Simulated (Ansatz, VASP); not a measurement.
## One calculation of CoSi, two programs

```
CELL_PARAMETERS angstrom
4.34152 0.00000 0.00000
0.00000 4.34152 0.00000
0.00000 0.00000 4.34152
ATOMIC_POSITIONS crystal
Co 0.14656 0.14656 0.14656
Co 0.35344 0.85344 0.64656
Co 0.64656 0.35344 0.85344
Co 0.85344 0.64656 0.35344
Si 0.84364 0.84364 0.84364
Si 0.65636 0.15636 0.34364
Si 0.34364 0.65636 0.15636
Si 0.15636 0.34364 0.65636
```

Alike in both runs: functional PBEsol; k mesh 8 × 8 × 8; occupations gaussian, width 0.1 eV; no spin polarisation.

Ansatz relaxed the structure, and its values are those at the end. VASP's run is a single point on that final structure, the one shown.

|  | VASP | Ansatz |
| --- | --- | --- |
| version | VASP 6.6.1 | Ansatz 0.2.0 |
| potentials or method | VASP PAW PBE potentials, release 64 (Co, Si), cutoff 520 eV | scalar-relativistic, plane waves, PAW |
| valence electrons in the cell | 52 | 84 |

|  | VASP | Ansatz | Ansatz less VASP |
| --- | --- | --- | --- |
| gap on the k mesh at the Fermi level (eV) | none | none | - |
| pressure (GPa) | 8.1 | 7.9 | -0.25 |
| rms of the force components (eV/Å) | 0.003 | 0.001 | -0.0018 |

VASP's potentials were made for PBE, not for PBEsol. A gap of «none» marks a metal or a gap that the smearing closes. VASP's potentials hold 52 valence electrons a cell and Ansatz's 84, so a difference there can come from the potentials and not from the codes. Ansatz's warnings: stress scf threshold loose.
